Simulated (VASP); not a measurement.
# CuO (C2/c) in VASP: single point with PBE+U

Aim: the single point of CuO with PBE+U.

Everything below comes from runs of VASP 6.6.1. Logs are shortened: lines on timing, memory, paths and dates and some standing lists are left out, and cuts for length are marked.

## 1. The cell of the first run

Symmetry: C2/c, No. 15, monoclinic system. The conventional cell has a = 4.684 Å, b = 3.423 Å, c = 5.129 Å, α = 90.00°, β = 99.54°, γ = 90.00°. Cu (site symmetry -1) has 4 O at 1.95 to 1.96 Å within 2.6 Å. O (site symmetry 2) has 6 Cu at 1.95 to 2.79 Å and 6 O at 2.62 to 2.90 Å within 3.0 Å.

## 2. Single point, PBE+U, collinear spin

Contents of INCAR:

```
ALGO     = Normal         # electronic algorithm
EDIFF    = 1E-6           # SCF threshold, eV
ENCUT    = 600            # plane-wave cutoff, eV
GGA      = PE             # functional
GGA_COMPAT= False        
ISIF     = 2              # what is computed and relaxed
ISMEAR   = 0              # smearing method
ISPIN    = 2              # spin polarisation
LASPH    = True           # aspherical terms in the spheres
LCHARG   = True           # write CHGCAR
LDAU     = True           # DFT+U
LDAUJ    = 0 0          
LDAUL    = 2 -1           # shell
LDAUPRINT= 1            
LDAUTYPE = 2            
LDAUU    = 4 0            # U, eV
LELF     = True           # ELF
LMAXMIX  = 4              # l up to which the mixer works
LORBIT   = 11             # projections on sites
LREAL    = False          # projectors in reciprocal space
LVHAR    = True         
LWAVE    = False          # write WAVECAR
MAGMOM   = 1 -1 0 0       # initial moments
NBANDS   = 29             # bands
NELM     = 200            # most SCF steps
PREC     = Accurate       # precision mode
SIGMA    = 0.01           # smearing width, eV
```

Contents of KPOINTS:

```
k-points
0
Gamma
  8 8 5
```

Contents of POSCAR:

```
CuO
1.0
    2.3420000000     -1.7115000000      0.0000000000
    2.3420000000      1.7115000000      0.0000000000
   -0.8500605740      0.0000000000      5.0580666287
Cu O
2 2
Direct
    0.0000000000      0.5000000000      0.0000000000
    0.5000000000      0.0000000000      0.5000000000
    0.5793437573      0.4206546693      0.2499822201
    0.4206562427      0.5793453307      0.7500177799
```

Potentials or basis: VASP PAW PBE potentials, release 64 (Cu, O).

On the command line:

```sh
$ cat potpaw_PBE.64/Cu/POTCAR potpaw_PBE.64/O/POTCAR > POTCAR
$ mpirun -np 1 vasp_std > vasp.out
```

OUTCAR:

```text
EDIFF = 1E-6
   ENCUT = 600
   GGA = PE
   ISIF = 2
   ISMEAR = 0
   ISPIN = 2
   LASPH = True
   LORBIT = 11
   LREAL = False
   NELM = 200
   PREC = Accurate

 ion  position               nearest neighbor table
   1  0.000  0.500  0.000-   3 1.95   4 1.95   4 1.96   3 1.96
   2  0.500  0.000  0.500-   4 1.95   3 1.95   4 1.96   3 1.96
   3  0.579  0.421  0.250-   1 1.95   2 1.95   1 1.96   2 1.96
   4  0.421  0.579  0.750-   1 1.95   2 1.95   1 1.96   2 1.96

  LATTYP: Found a base centered monoclinic cell.
 ALAT       =     4.6840000000
 B/A-ratio  =     0.7307856533
 C/A-ratio  =     1.0950042699
 COS(beta)  =    -0.1657361228

  Lattice vectors:

 A1 = (   2.3420000000,  -1.7115000000,   0.0000000000)
 A2 = (   2.3420000000,   1.7115000000,   0.0000000000)
 A3 = (  -0.8500605740,   0.0000000000,   5.0580666287)

Analysis of symmetry for initial positions (statically):
=====================================================================
 Subroutine PRICEL returns:
 Original cell was already a primitive cell.

 Routine SETGRP: Setting up the symmetry group for a
 base centered monoclinic supercell.

 Subroutine GETGRP returns: Found  2 space group operations
 (whereof  2 operations were pure point group operations)
 out of a pool of  4 trial point group operations.

The static configuration has the point symmetry S_2 .

Analysis of symmetry for dynamics (positions and initial velocities):
=====================================================================
 Subroutine PRICEL returns:
 Original cell was already a primitive cell.

 Routine SETGRP: Setting up the symmetry group for a
 base centered monoclinic supercell.

 Subroutine GETGRP returns: Found  2 space group operations
 (whereof  2 operations were pure point group operations)
 out of a pool of  4 trial point group operations.

The dynamic configuration has the point symmetry S_2 .

Analysis of structural, dynamic, and magnetic symmetry:
=====================================================================
 Subroutine PRICEL returns:
 Original cell was already a primitive cell.

 Routine SETGRP: Setting up the symmetry group for a
 base centered monoclinic supercell.

 Subroutine GETGRP returns: Found  2 space group operations
 (whereof  2 operations were pure point group operations)
 out of a pool of  4 trial point group operations.

The overall configuration has the point symmetry S_2 .

 Subroutine INISYM returns: Found  2 space group operations
 (whereof  2 operations are pure point group operations),
 and found     1 'primitive' translations

----------------------------------------------------------------------------------------

                                     Primitive cell

  volume of cell :      40.5488
[... 128 lines left out ...]
 spin polarized calculation
 Gauss-broadening in eV      SIGMA  =   0.01
  energy-cutoff  :      600.00
  volume of cell :       40.55
 maximum number of plane-waves:      1367
   NGX = 11   NGY = 11   NGZ = 21

 number of electron      33.9999984 magnetization       0.0000000

atom =   1  type =  1  l = 2

 onsite density matrix

spin component  1

  0.9610 -0.0001  0.0084 -0.0069  0.0020
 -0.0001  0.9811 -0.0000 -0.0187  0.0064
  0.0084 -0.0000  0.9713  0.0001 -0.0013
 -0.0069 -0.0187  0.0001  0.9979 -0.0096
  0.0020  0.0064 -0.0013 -0.0096  0.9717

spin component  2

  0.9550 -0.0312  0.0099  0.0348 -0.0112
 -0.0312  0.7940  0.0033  0.2419 -0.0757
  0.0099  0.0033  0.9724 -0.0037 -0.0001
  0.0348  0.2419 -0.0037  0.6379  0.1049
 -0.0112 -0.0757 -0.0001  0.1049  0.9385

 occupancies and eigenvectors

  o =  0.4245  v =  0.0000  0.0000  0.0000  0.0000  0.0000 -0.0900 -0.5687  0.0103  0.7800 -0.2449      0.0000  0.0000  0.0000  0.0000  0.0000  0.0000  0.0000  0.0000  0.0000  0.0000
  o =  0.9531  v =  0.0000  0.0000  0.0000  0.0000  0.0000  0.8587  0.1680 -0.4323  0.2001 -0.0864      0.0000  0.0000  0.0000  0.0000  0.0000  0.0000  0.0000  0.0000  0.0000  0.0000
  o =  0.9549  v =  0.8563  0.1574 -0.4461  0.1874 -0.0885  0.0000  0.0000  0.0000  0.0000  0.0000      0.0000  0.0000  0.0000  0.0000  0.0000  0.0000  0.0000  0.0000  0.0000  0.0000
  o =  0.9684  v = -0.0805 -0.0874 -0.1596 -0.3681 -0.9083  0.0000  0.0000  0.0000  0.0000  0.0000      0.0000  0.0000  0.0000  0.0000  0.0000  0.0000  0.0000  0.0000  0.0000  0.0000
  o =  0.9694  v =  0.1109 -0.8069 -0.2994 -0.4069  0.2853  0.0000  0.0000  0.0000  0.0000  0.0000      0.0000  0.0000  0.0000  0.0000  0.0000  0.0000  0.0000  0.0000  0.0000  0.0000
  o =  0.9708  v =  0.0000  0.0000  0.0000  0.0000  0.0000 -0.0998  0.7585  0.3438  0.5440  0.0224      0.0000  0.0000  0.0000  0.0000  0.0000  0.0000  0.0000  0.0000  0.0000  0.0000
  o =  0.9713  v =  0.0000  0.0000  0.0000  0.0000  0.0000 -0.1289  0.1790 -0.0804 -0.1831 -0.9547      0.0000  0.0000  0.0000  0.0000  0.0000  0.0000  0.0000  0.0000  0.0000  0.0000
  o =  0.9764  v =  0.4840 -0.2321  0.8281 -0.1041 -0.1239  0.0000  0.0000  0.0000  0.0000  0.0000      0.0000  0.0000  0.0000  0.0000  0.0000  0.0000  0.0000  0.0000  0.0000  0.0000
  o =  0.9780  v =  0.0000  0.0000  0.0000  0.0000  0.0000 -0.4774  0.2024 -0.8297  0.1486  0.1438      0.0000  0.0000  0.0000  0.0000  0.0000  0.0000  0.0000  0.0000  0.0000  0.0000
  o =  1.0139  v = -0.1171 -0.5124 -0.0134  0.8081 -0.2655  0.0000  0.0000  0.0000  0.0000  0.0000      0.0000  0.0000  0.0000  0.0000  0.0000  0.0000  0.0000  0.0000  0.0000  0.0000

atom =   2  type =  1  l = 2

 onsite density matrix

spin component  1

  0.9550 -0.0312 -0.0099 -0.0348  0.0112
 -0.0312  0.7939 -0.0033 -0.2419  0.0757
 -0.0099 -0.0033  0.9724 -0.0038 -0.0001
 -0.0348 -0.2419 -0.0038  0.6379  0.1049
  0.0112  0.0757 -0.0001  0.1049  0.9385

spin component  2

  0.9610 -0.0001 -0.0084  0.0069 -0.0020
 -0.0001  0.9811  0.0000  0.0187 -0.0064
 -0.0084  0.0000  0.9713  0.0001 -0.0013
  0.0069  0.0187  0.0001  0.9979 -0.0096
 -0.0020 -0.0064 -0.0013 -0.0096  0.9717

 occupancies and eigenvectors

  o =  0.4246  v =  0.0900  0.5687  0.0103  0.7800 -0.2449  0.0000  0.0000  0.0000  0.0000  0.0000      0.0000  0.0000  0.0000  0.0000  0.0000  0.0000  0.0000  0.0000  0.0000  0.0000
  o =  0.9531  v =  0.8587  0.1679  0.4324 -0.2001  0.0864  0.0000  0.0000  0.0000  0.0000  0.0000      0.0000  0.0000  0.0000  0.0000  0.0000  0.0000  0.0000  0.0000  0.0000  0.0000
  o =  0.9549  v =  0.0000  0.0000  0.0000  0.0000  0.0000  0.8563  0.1574  0.4462 -0.1873  0.0885      0.0000  0.0000  0.0000  0.0000  0.0000  0.0000  0.0000  0.0000  0.0000  0.0000
  o =  0.9684  v =  0.0000  0.0000  0.0000  0.0000  0.0000  0.0805  0.0868 -0.1594 -0.3678 -0.9085      0.0000  0.0000  0.0000  0.0000  0.0000  0.0000  0.0000  0.0000  0.0000  0.0000
  o =  0.9694  v =  0.0000  0.0000  0.0000  0.0000  0.0000  0.1108 -0.8070  0.2994  0.4071 -0.2847      0.0000  0.0000  0.0000  0.0000  0.0000  0.0000  0.0000  0.0000  0.0000  0.0000
  o =  0.9708  v =  0.0998 -0.7586  0.3437  0.5439  0.0219  0.0000  0.0000  0.0000  0.0000  0.0000      0.0000  0.0000  0.0000  0.0000  0.0000  0.0000  0.0000  0.0000  0.0000  0.0000
  o =  0.9713  v = -0.1288  0.1786  0.0806  0.1833  0.9547  0.0000  0.0000  0.0000  0.0000  0.0000      0.0000  0.0000  0.0000  0.0000  0.0000  0.0000  0.0000  0.0000  0.0000  0.0000
  o =  0.9764  v =  0.0000  0.0000  0.0000  0.0000  0.0000 -0.4841  0.2320  0.8281 -0.1041 -0.1239      0.0000  0.0000  0.0000  0.0000  0.0000  0.0000  0.0000  0.0000  0.0000  0.0000
  o =  0.9780  v =  0.4775 -0.2023 -0.8296  0.1486  0.1438  0.0000  0.0000  0.0000  0.0000  0.0000      0.0000  0.0000  0.0000  0.0000  0.0000  0.0000  0.0000  0.0000  0.0000  0.0000
  o =  1.0139  v =  0.0000  0.0000  0.0000  0.0000  0.0000  0.1170  0.5125 -0.0133  0.8081 -0.2655      0.0000  0.0000  0.0000  0.0000  0.0000  0.0000  0.0000  0.0000  0.0000  0.0000

 number of electron      33.9999984 magnetization      -0.0000000

 Free energy of the ion-electron system (eV)
  ---------------------------------------------------
  ext. energy  EPLUGINS =         0.00000000
  ---------------------------------------------------
  free energy    TOTEN  =       -17.24884190 eV

  energy without entropy =      -17.24884190  energy(sigma->0) =      -17.24884190

 E-fermi :   5.3558     XC(G=0): -11.8601

 val. band max:        5.1847116253   @ k =   0.0000   0.0000   0.0000
 cond. band min:       5.8054231025   @ k =  -0.1250  -0.2500  -0.4000
 fundamental gap:      0.6207114773
 Fermi energy:         5.3557645722

 spin component 1

 k-point     1 :       0.0000    0.0000    0.0000
  band No.  band energies     occupation
      1     -14.0385      1.00000
      2     -12.6569      1.00000
      3      -2.7052      1.00000
      4      -1.3445      1.00000
      5       0.2173      1.00000
      6       0.7173      1.00000
[... 1529 lines left out ...]
     28      24.0059      0.00000
     29      24.5777      0.00000

 [... further k-points ...]
[... 5 lines left out ...]
  --------------------------------------------------------------------------------------
  -------------------------------------------------------------------------------------
  Total        0.8170145      1.1126595      1.1266017     -0.0012216     -0.0009193      0.0560566
  in kB       32.2821171     43.9637300     44.5146177     -0.0482680     -0.0363233      2.2149268
  external PRESSURE =      40.2534883 kB  Pullay stress =       0.0000000 kB

 VOLUME and BASIS-vectors are now :
 -----------------------------------------------------------------------------
  energy-cutoff  :      600.00
  volume of cell :       40.55
      direct lattice vectors                 reciprocal lattice vectors
     2.342000000 -1.711500000  0.000000000     0.213492741 -0.292141396  0.035879670
     2.342000000  1.711500000  0.000000000     0.213492741  0.292141396  0.035879670
    -0.850060574  0.000000000  5.058066629     0.000000000  0.000000000  0.197703999

 POSITION                                       TOTAL-FORCE (eV/Angst)
 -----------------------------------------------------------------------------------
      1.17100      0.85575      0.00000        -0.000000      0.000000      0.000000
      0.74597     -0.85575      2.52903        -0.000000      0.000000      0.000000
      2.12950     -0.27160      1.26443        -0.000310      0.006705      0.001966
      1.70444      0.27160      3.79364         0.000310     -0.006705     -0.001966
 -----------------------------------------------------------------------------------
    total drift:                               -0.000000      0.000000     -0.000000

  FREE ENERGIE OF THE ION-ELECTRON SYSTEM (eV)
  ---------------------------------------------------
  free  energy   TOTEN  =       -17.2488418968 eV

  energy  without entropy=      -17.2488418968  energy(sigma->0) =      -17.24884190

 total charge

# of ion       s       p       d       tot
------------------------------------------
    1        0.377   0.390   9.160   9.926
    2        0.377   0.390   9.160   9.926
    3        1.559   3.430   0.000   4.989
    4        1.559   3.430   0.000   4.989
--------------------------------------------------
tot          3.871   7.639  18.320  29.830

 magnetization (x)

# of ion       s       p       d       tot
------------------------------------------
    1       -0.006  -0.007   0.585   0.572
    2        0.006   0.007  -0.585  -0.572
    3        0.000  -0.000   0.000  -0.000
    4        0.000  -0.000   0.000  -0.000
--------------------------------------------------
tot          0.000  -0.000   0.000  -0.000
```

It took 8.7 min on 1 thread of Oxide Virtual Turin-like, shared host; peak memory 0.39 GiB.

Results:

* Free energy: -17.2488 eV
* Pressure: 4.0 GPa
* Largest force: 0.007 eV/Å
* Band gap on the k mesh: 0.62 eV (least direct gap 0.86 eV)
* Net moment: 0.00 μB per cell
* Site moments: Cu +0.57, -0.57; O -0.00 μB
* Valence electrons inside the program's atomic spheres: Cu 9.93; O 4.99

Forces on the atoms (eV/Å):
```
Cu   0.000  0.000  0.000
Cu   0.000  0.000  0.000
O    0.000  0.007  0.002
O    0.000 -0.007 -0.002
```

Levels at points of the mesh, in eV from the valence-band top:
Spin up:
| k point | band 15 | band 16 | band 17 | band 18 | band 19 | band 20 |
| --- | --- | --- | --- | --- | --- | --- |
| (0.00, 0.00, 0.00) | -2.24 | -1.89 | 0.00 | 1.84 | 2.07 | 6.67 |
| (0.50, 0.00, 0.00) | -2.00 | -1.56 | -0.57 | 1.61 | 5.33 | 6.95 |
| (0.00, 0.50, 0.00) | -2.28 | -1.58 | -0.34 | 1.36 | 5.44 | 6.89 |
| (0.50, 0.50, 0.00) | -2.09 | -1.95 | -0.96 | 1.81 | 3.92 | 7.56 |
Spin down:
| k point | band 15 | band 16 | band 17 | band 18 | band 19 | band 20 |
| --- | --- | --- | --- | --- | --- | --- |
| (0.00, 0.00, 0.00) | -2.24 | -1.89 | 0.00 | 1.84 | 2.07 | 6.67 |
| (0.50, 0.00, 0.00) | -2.28 | -1.58 | -0.34 | 1.36 | 5.44 | 6.89 |
| (0.00, 0.50, 0.00) | -2.00 | -1.56 | -0.57 | 1.61 | 5.33 | 6.95 |
| (0.50, 0.50, 0.00) | -2.09 | -1.95 | -0.96 | 1.81 | 3.92 | 7.56 |

Eigenvalues of the final occupation matrices:
| site | spin | trace | eigenvalues |
| --- | --- | --- | --- |
| site 1 d | 1 | 4.88 | 0.95 0.97 0.97 0.98 1.01 |
| site 1 d | 2 | 4.30 | 0.42 0.95 0.97 0.97 0.98 |
| site 2 d | 1 | 4.30 | 0.42 0.95 0.97 0.97 0.98 |
| site 2 d | 2 | 4.88 | 0.95 0.97 0.97 0.98 1.01 |

Caveat: the cell stands under pressure; semilocal functionals underestimate gaps, and a narrow one can read as zero. A k mesh can miss the band edges.
